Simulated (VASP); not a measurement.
Si16Ge (a cell with a defect): single point with PBEsol

Si16Ge (a cell with a defect):

```
Si Ge
1.0
     0.00000    5.43000    5.43000
     5.43000    0.00000    5.43000
     5.43000    5.43000    0.00000
Si Ge
16 1
Direct
  0.05262 0.98282 0.98284
  0.13637 0.12615 0.12620
  0.98636 0.02119 0.49675
  0.13628 0.12618 0.61240
  0.98630 0.49670 0.02128
  0.13623 0.61240 0.12624
  0.98626 0.49675 0.49680
  0.03975 0.65373 0.65381
  0.50774 0.00906 0.00906
  0.67683 0.10807 0.10812
  0.50768 0.00903 0.47530
  0.61309 0.16700 0.61041
  0.50762 0.47523 0.00909
  0.61301 0.61037 0.16700
  0.42056 0.52683 0.52688
  0.61296 0.61055 0.61070
  0.59798 0.80110 0.80112
```

- Program: VASP 6.6.1
- Task: single point
- Functional: PBEsol
- Potentials or basis: VASP PAW PBE potentials, release 64 (Si, Ge_d)
- Cutoff: 520 eV
- k mesh: 2 × 2 × 2
- Occupations: gaussian, width 0.02 eV
- Spin: no spin polarisation

```json
{
  "Pressure": "3.5 GPa",
  "Largest force": "0.015 eV/Å",
  "Band gap on the k mesh": "0.02 eV"
}
```

Forces on the atoms (eV/Å):
```
Si   0.001 -0.001 -0.001
Si   0.000  0.001  0.001
Si   0.001  0.001  0.003
Si  -0.002  0.002  0.000
Si   0.001  0.003  0.001
Si  -0.001  0.000  0.002
Si  -0.001  0.000  0.000
Si   0.008 -0.006 -0.006
Si  -0.015 -0.001  0.000
Si   0.000  0.001  0.001
Si  -0.002  0.009  0.003
Si   0.000 -0.001 -0.003
Si  -0.003  0.003  0.009
Si  -0.002 -0.005 -0.001
Si   0.004 -0.004 -0.004
Si   0.008  0.003  0.001
Ge   0.002 -0.003 -0.003
```

Stress tensor (GPa, compression positive):
```
 3.50  0.61  0.62
 0.61  3.50 -0.63
 0.62 -0.63  3.50
```

Levels at points of the mesh, in eV from the valence-band top:
| k point | band 37 | band 38 | band 39 | band 40 | band 41 | band 42 |
| --- | --- | --- | --- | --- | --- | --- |
| (0.00, 0.00, 0.00) | -0.42 | -0.40 | -0.40 | 0.02 | 0.02 | 0.35 |
| (0.50, 0.00, 0.00) | -1.06 | -1.05 | -0.14 | 0.51 | 0.51 | 1.27 |
| (0.00, 0.50, 0.00) | -1.19 | -0.70 | -0.20 | 0.33 | 0.83 | 0.96 |
| (0.00, 0.00, 0.50) | -1.19 | -0.70 | -0.20 | 0.33 | 0.83 | 0.96 |
| (0.50, 0.50, 0.50) | -1.19 | -0.70 | -0.20 | 0.33 | 0.83 | 0.96 |
| (0.50, 0.50, 0.00) | -1.53 | -0.63 | 0.00 | 0.53 | 1.44 | 1.55 |
| (0.00, 0.50, 0.50) | -1.53 | -0.63 | 0.00 | 0.53 | 1.44 | 1.55 |
| (0.50, 0.00, 0.50) | -1.53 | -0.63 | 0.00 | 0.53 | 1.44 | 1.55 |

It took 3.6 min on 1 thread of AMD EPYC 9R45 96-Core Processor (Zen 5), on a shared host, peak memory 0.45 GiB.

Caveat: the k points lie up to 0.50 Å⁻¹ apart; the PAW data sets were made with another functional, which shifts forces and pressure a little.
